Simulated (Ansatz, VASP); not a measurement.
**Na3SF in VASP and in Ansatz**

```
Na S F
1.0
     4.45283    0.00000    0.00000
     0.00000    4.45283    0.00000
     0.00000    0.00000    4.45283
Na S F
3 1 1
Direct
  0.50000 0.00000 0.00000
  0.00000 0.50000 0.00000
  0.00000 0.00000 0.50000
  0.50000 0.50000 0.50000
  0.00000 0.00000 0.00000
```

Alike in both runs: functional PBE; k mesh 6 × 6 × 6; occupations gaussian, width 0.02 eV; no spin polarisation.

Ansatz relaxed the structure, and its values are those at the end. VASP's run is a single point on that final structure, the one shown.

```csv
,VASP,Ansatz
version,VASP 6.6.1,Ansatz 0.2.0
potentials or method,"VASP PAW PBE potentials, release 64 (Na_pv, S, F), cutoff 520 eV","scalar-relativistic, plane waves, PAW"
valence electrons in the cell,34,40
```

|  | VASP | Ansatz | Ansatz less VASP |
| --- | --- | --- | --- |
| gap on the k mesh at the Fermi level (eV) | 2.35 | 2.35 | +0.001 |
| least direct gap on the mesh (eV) | 2.49 | 2.49 | +0.003 |
| pressure (GPa) | 0.0 | 0.0 | 0.00 |

The functional is the same, so the differences come from potentials, cutoffs and numerics. VASP's potentials hold 34 valence electrons a cell and Ansatz's 40, so a difference there can come from the potentials and not from the codes.
